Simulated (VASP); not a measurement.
Runs of VASP 6.6.1 on Zr. The structure is that of space group P6_3/mmc (No. 194), or close to it. The cells are those of the table. 

| task | cell | k mesh | cutoff (eV) | smearing | gap on the mesh (eV) | pressure (GPa) | relaxed volume (Å³/atom) |
| --- | --- | --- | --- | --- | --- | --- | --- |
| relaxation of cell and atoms | relaxed from a = 3.239, b = 3.239, c = 5.172 Å, angles 90.0, 90.0, 120.0°, 2 atoms | 12 × 12 × 8 | 600 | gaussian 0.1 eV | none | 0.0 | 21.82 |
| single point | a = 3.142, b = 3.142, c = 5.106 Å, angles 90.0, 90.0, 120.0°, 2 atoms | 12 × 12 × 8 | 520 | fermi-dirac 0.15 eV | none | 0.0 | - |
| relaxation of cell and atoms | relaxed from a = 3.154, b = 3.154, c = 5.062 Å, angles 90.0, 90.0, 120.0°, 2 atoms | 12 × 12 × 8 | 600 | fermi-dirac 0.15 eV | none | 0.0 | 21.84 |
| single point | a = 3.239, b = 3.239, c = 5.172 Å, angles 90.0, 90.0, 120.0°, 2 atoms | 6 × 6 × 4 | 520 | gaussian 0.1 eV | none | (a) | - |

Alike in all rows: level LDA; potentials or basis VASP PAW LDA potentials, release 64 (Zr_sv); no spin polarisation.

**Question.** Estimate the missing entries.

**Answer.** (a) -7.0.

Caveats: some runs use coarse meshes.

A k mesh can miss the band edges, and the runs leave out spin-orbit coupling on Zr.

A gap of «none» marks levels without a gap at the run's occupations.
